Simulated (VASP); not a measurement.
Wanted: the native input for a VASP 6.6.1 run.

```yaml
Task: single point
Functional: LDA
Potentials_or_basis: VASP PAW LDA potentials, release 64 (K_sv, Pt)
Cutoff: 500 eV
k_mesh: 4 × 4 × 4
Occupations: fermi-dirac, width 0.1 eV
Spin: no spin polarisation
Dipole_correction: no
Further_INCAR_settings: ALGO = Normal; EDIFF = 1e-06; NBANDS = 21
```

The structure of K2Pt lies in POSCAR:

```
K2Pt
1.0
    0.0000000000      3.6401419796      3.6401419796
    3.6401419796      0.0000000000      3.6401419796
    3.6401419796      3.6401419796      0.0000000000
K Pt
2 1
Direct
    0.7500000000      0.7500000000      0.7500000000
    0.2500000000      0.2500000000      0.2500000000
    0.0000000000      0.0000000000      0.0000000000
```

One way to write it, as run:

INCAR

```
  PREC = Accurate
  ENCUT = 500
  EDIFF = 1E-6
  ISMEAR = -1
  SIGMA = 0.1
  LREAL = F
  LASPH = T
  NELM = 120
  ALGO = Normal
  ISIF = 2
  LWAVE = F
  LCHARG = F
  GGA = CA
  NBANDS = 21
  GGA_COMPAT = F
```

KPOINTS

```
Automatic mesh
0
Gamma
  4 4 4
```

Potentials or basis: VASP PAW LDA potentials, release 64 (K_sv, Pt).

Run with:

```bash
$ cat potpaw_LDA.64/K_sv/POTCAR potpaw_LDA.64/Pt/POTCAR > POTCAR
$ mpirun -np 1 vasp_std > vasp.out
```

It gave:

- Pressure: 0.1 GPa
- Band gap on the k mesh: 1.53 eV (least direct gap 1.59 eV)

Caveat: spin-orbit coupling is left out, which moves the levels of the heavy elements.

It took 20 s on 1 thread of AMD EPYC 7R43 64-Core Processor (Zen 3), on a shared host, peak memory 0.15 GiB.
